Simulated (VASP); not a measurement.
Input of a VASP 6.6.1 run:

The input INCAR:

```
PREC = Accurate
ENCUT = 520
EDIFF = 1E-7
ISMEAR = -1
SIGMA = 0.05
LREAL = Auto
LASPH = T
NELM = 150
ALGO = Normal
ISIF = 2
LWAVE = F
LCHARG = F
ISPIN = 2
MAGMOM = 0 0 0 0 1 0 0 0 0 0 0 0 0 0 0 0
LORBIT = 11
LMAXMIX = 4
GGA = PE
NBANDS = 78
```

Contents of KPOINTS:

```
regular mesh
0
Gamma
  4 4 3
```

POSCAR

```
Ta4NiO11
1.0
    4.6952200171      0.0000000000     -0.0555305449
    0.0000000000      5.7802840777      0.0000000000
   -2.0469194055      0.0000000000      7.2087594260
Ta Ni O
4 1 11
Direct
    0.6044995911      0.5000000000      0.7603739596
    0.3955004089      0.5000000000      0.2396260404
    0.1584586073      0.0000000000      0.7955041834
    0.8415413927      0.0000000000      0.2044958166
    0.5000000000      0.0000000000      0.5000000000
    0.3245210278      0.7983349089      0.6453863828
    0.6754789722      0.7983349089      0.3546136172
    0.9006202788      0.2593394381      0.8096262285
    0.0993797212      0.2593394381      0.1903737715
    0.6754789722      0.2016650911      0.3546136172
    0.3245210278      0.2016650911      0.6453863828
    0.0993797212      0.7406605619      0.1903737715
    0.9006202788      0.7406605619      0.8096262285
    0.5000000000      0.5000000000      0.0000000000
    0.5000000000      0.0000000000      0.0000000000
    0.5000000000      0.5000000000      0.5000000000
```

Potentials or basis: VASP PAW PBE potentials, release 64 (Ta_pv, Ni, O).

Run with:

```bash
$ cat potpaw_PBE.64/Ta_pv/POTCAR potpaw_PBE.64/Ni/POTCAR potpaw_PBE.64/O/POTCAR > POTCAR
$ mpirun -np 1 vasp_std > vasp.out
```

**Question.** What does it give for the pressure?

**Answer.** 6.0 GPa.

**Question.** Predict the band gap on the k mesh.

**Answer.** 0.89 eV (least direct gap 0.92 eV).

Forces in eV/Å, atoms in the order of the input:
```
Ta  -0.077  0.000  0.066
Ta   0.077  0.000 -0.066
Ta  -0.099  0.000  0.023
Ta   0.099  0.000 -0.023
Ni   0.000  0.000  0.000
O    0.030 -0.068 -0.048
O   -0.030 -0.068  0.048
O   -0.001  0.006  0.020
O    0.001  0.006 -0.020
O   -0.030  0.068  0.048
O    0.030  0.068 -0.048
O    0.001 -0.006 -0.020
O   -0.001 -0.006  0.020
O    0.000  0.000  0.000
O    0.000  0.000  0.000
O    0.000  0.000  0.000
```

Caveat: the cell stands under pressure; spin-orbit coupling is left out, which moves the levels of the heavy elements; an odd mesh through Γ misses points on the zone boundary, where band edges can lie.
